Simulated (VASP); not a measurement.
Set up this calculation in VASP 6.6.1, as the native input.

- Task: single point
- Functional: PBE
- Potentials or basis: VASP PAW PBE potentials, release 64 (P, Hg, Ni)
- Cutoff: 520 eV
- k mesh: 9 × 9 × 9
- Occupations: fermi-dirac, width 0.1 eV
- Spin: no spin polarisation
- Dipole correction: no
- Further INCAR settings: ALGO = Normal; EDIFF = 1e-06; NBANDS = 29

The structure of Ni2HgP2 lies in POSCAR:

```
Ni2HgP2
1.0
    0.0000000000      3.9479260000      0.0000000000
    3.9479260000      0.0000000000      0.0000000000
    1.9739630000      1.9739630000     -4.7449990000
P Hg Ni
2 1 2
Direct
    0.3760000000      0.3760000000      0.2480000000
    0.6240000000      0.6240000000      0.7520000000
    0.0000000000      0.0000000000      0.0000000000
    0.7500000000      0.2500000000      0.5000000000
    0.2500000000      0.7500000000      0.5000000000
```

The input as run:

INCAR

```
PREC = Accurate
ENCUT = 520
EDIFF = 1E-6
ISMEAR = -1
SIGMA = 0.1
LREAL = False
LASPH = True
NELM = 80
ALGO = Normal
ISIF = 2
LWAVE = False
LCHARG = False
GGA = PE
NBANDS = 29
```

KPOINTS

```
regular mesh
0
Gamma
  9 9 9
```

Potentials or basis: VASP PAW PBE potentials, release 64 (P, Hg, Ni).

The run is started by

```bash
$ cat potpaw_PBE.64/P/POTCAR potpaw_PBE.64/Hg/POTCAR potpaw_PBE.64/Ni/POTCAR > POTCAR
$ mpirun -np 1 vasp_std > vasp.out
```

Results of the run:

| Quantity | Value |
| --- | --- |
| Pressure | -0.8 GPa |
| Largest force | 0.194 eV/Å |
| Band gap on the k mesh | zero (bands 21 and 22 overlap by 1.38 eV) |

Caveat: spin-orbit coupling is left out, which moves the levels of the heavy elements.

Run time: 2.7 min on 1 thread of Intel(R) Xeon(R) Platinum 8259CL CPU @ 2.50GHz (Skylake/Cascade Lake), with other jobs on the host, peak memory 0.29 GiB.
